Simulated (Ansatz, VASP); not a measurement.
# BiSbS4 in VASP and in Ansatz

```xyz
6
Lattice="5.8039 0.0000 0.0000 -2.9019 5.0263 0.0000 0.0000 0.0000 5.6488" Properties=species:S:1:pos:R:3 pbc="T T T"
Sb    0.0000    0.0000    2.8244
Bi    0.0000    0.0000    0.0000
S     0.0000    3.3509    1.8434
S     2.9019    1.6754    1.8434
S     2.9019    1.6754    3.8054
S     0.0000    3.3509    3.8054
```

Alike in both runs: task relaxation of cell and atoms; functional PBE; k mesh 6 × 6 × 8; occupations gaussian, width 0.1 eV; no spin polarisation.

|  | VASP | Ansatz |
| --- | --- | --- |
| version | VASP 6.6.1 | Ansatz 0.2.0 |
| potentials or method | VASP PAW PBE potentials, release 64 (Sb, Bi_d, S), cutoff 600 eV | scalar-relativistic, plane waves, PAW |
| valence electrons in the cell | 44 | 54 |

|  | VASP | Ansatz | Ansatz less VASP |
| --- | --- | --- | --- |
| gap on the k mesh at the Fermi level, each at its own relaxed structure (eV) | none | none | - |
| relaxed volume (Å³/atom) | 27.11 | 27.07 | -0.048 |
| relaxed cell length with the largest relative difference (Å) | 5.743 | 5.755 | +0.0119 |

A gap of «none» marks a metal or a gap that the smearing closes. VASP's potentials hold 44 valence electrons a cell and Ansatz's 54, so a difference there can come from the potentials and not from the codes.

Spin-orbit coupling is off throughout.
